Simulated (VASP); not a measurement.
A run of VASP 6.6.1:

Contents of INCAR:

```
SYSTEM = ZrHF3
ALGO = Normal
EDIFF = 1E-8
ENCUT = 520
GGA = PE
IBRION = 8
ISIF = 2
ISMEAR = 0
LASPH = .True.
LCHARG = .False.
LEPSILON = .True.
LREAL = .False.
LWAVE = .False.
NELM = 60
NSW = 1
PREC = Accurate
SIGMA = 0.01
```

KPOINTS

```
k-points
0
Gamma
  6 6 6
  0 0 0
```

File POSCAR:

```
ZrHF3
1.0
    3.1623137991      1.8257627232      1.9393855507
   -3.1623137991      1.8257627232      1.9393855507
    0.0000000000     -3.6515254463      1.9393855507
Zr H F
1 1 3
Direct
    0.6126720866      0.6126720866      0.6126720866
    0.9281736861      0.9281736861      0.9281736861
    0.5226900633      0.0726741307      0.5226900633
    0.5226900633      0.5226900633      0.0726741307
    0.0726741307      0.5226900633      0.5226900633
```

Potentials or basis: VASP PAW PBE potentials, release 64 (Zr_sv, H, F).

Launch:

```console
$ cat potpaw_PBE.64/Zr_sv/POTCAR potpaw_PBE.64/H/POTCAR potpaw_PBE.64/F/POTCAR > POTCAR
$ mpirun -np 1 vasp_std > vasp.out
```

Hardware: 1 thread of Oxide Virtual Turin-like Processor, with other jobs on the host.

Q: Estimate the wall time of this run.

A: Wall time 33 min on 1 thread of Oxide Virtual Turin-like Processor, on a shared host, peak memory 0.52 GiB. Counts: scf iterations 342, k points 32.
